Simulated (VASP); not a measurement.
Set up this calculation in VASP 6.6.1, as the native input.

* Task: relaxation of cell and atoms
* Functional: PBE
* Dispersion: D3(BJ)
* Potentials or basis: VASP PAW PBE potentials, release 64 (Na_pv)
* Cutoff: 600 eV
* k mesh: 14 × 14 × 14
* Occupations: gaussian, width 0.1 eV
* Spin: no spin polarisation
* Dipole correction: no
* Further INCAR settings: ALGO = Normal; EDIFF = 1e-07; IBRION = 2; EDIFFG = -0.005; NSW = 100; ISIF = 3

The structure of Na lies in POSCAR:

```
Na
1.0
   -2.0389743385      2.0389743385      2.0389743385
    2.0389743385     -2.0389743385      2.0389743385
    2.0389743385      2.0389743385     -2.0389743385
Na
1
Direct
    0.0000000000      0.0000000000      0.0000000000
```

One way to write it, as run:

INCAR

```
SYSTEM = Na
  PREC = Accurate
  ENCUT = 600
  EDIFF = 1E-7
  ISMEAR = 0
  SIGMA = 0.1
  LREAL = .FALSE.
  LASPH = .TRUE.
  NELM = 60
  ALGO = Normal
  ISIF = 3
  LWAVE = .FALSE.
  LCHARG = .FALSE.
  GGA = PE
  IVDW = 12
  IBRION = 2
  NSW = 100
  EDIFFG = -0.005
```

KPOINTS

```
regular mesh
0
G
  14 14 14
  0 0 0
```

Potentials or basis: VASP PAW PBE potentials, release 64 (Na_pv).

Command:

```sh
$ cat potpaw_PBE.64/Na_pv/POTCAR > POTCAR
$ mpirun -np 1 vasp_std > vasp.out
```

Results of the run:

- Pressure after relaxing: 0.0 GPa
- Dispersion energy per atom: -0.168 eV

Caveat: the relaxation stopped at its first step, so nothing moved; pairwise dispersion overbinds metals, which lowers pressure and volume.

Wall time 7.9 s on 1 thread of AMD EPYC 9R45 96-Core Processor (Zen 5) (shared host), peak memory 0.14 GiB.
